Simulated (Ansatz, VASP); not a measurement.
# One calculation of Au, two programs

```
Au
1.0
     2.86253    0.00000    0.00000
     0.00000    2.86253    0.00000
     0.00000    0.00000   20.04820
Au
3
Cartesian
  0.0000 0.0000 8.0318
  1.4313 1.4313 10.0241
  0.0000 0.0000 12.0164
```

Alike in both runs: functional LDA; k mesh 14 × 14 × 1; occupations fermi-dirac, width 0.08 eV; no spin polarisation.

Ansatz relaxed the structure, and its values are those at the end. VASP's run is a single point on that final structure, the one shown.

|  | VASP | Ansatz |
| --- | --- | --- |
| version | VASP 6.6.1 | Ansatz 0.2.0 |
| potentials or method | VASP PAW LDA potentials, release 64 (Au), cutoff 520 eV | all-electron LAPW, scalar-relativistic |

|  | VASP | Ansatz | Ansatz less VASP |
| --- | --- | --- | --- |
| rms of the force components (eV/Å) | 0.014 | 0.000 | -0.0140 |

LDA's correlation is that of Perdew and Zunger in VASP and of Perdew and Wang (1992) in Ansatz. Ansatz ran all-electron here, and VASP with PAW potentials.

Neither program's run includes spin-orbit coupling.
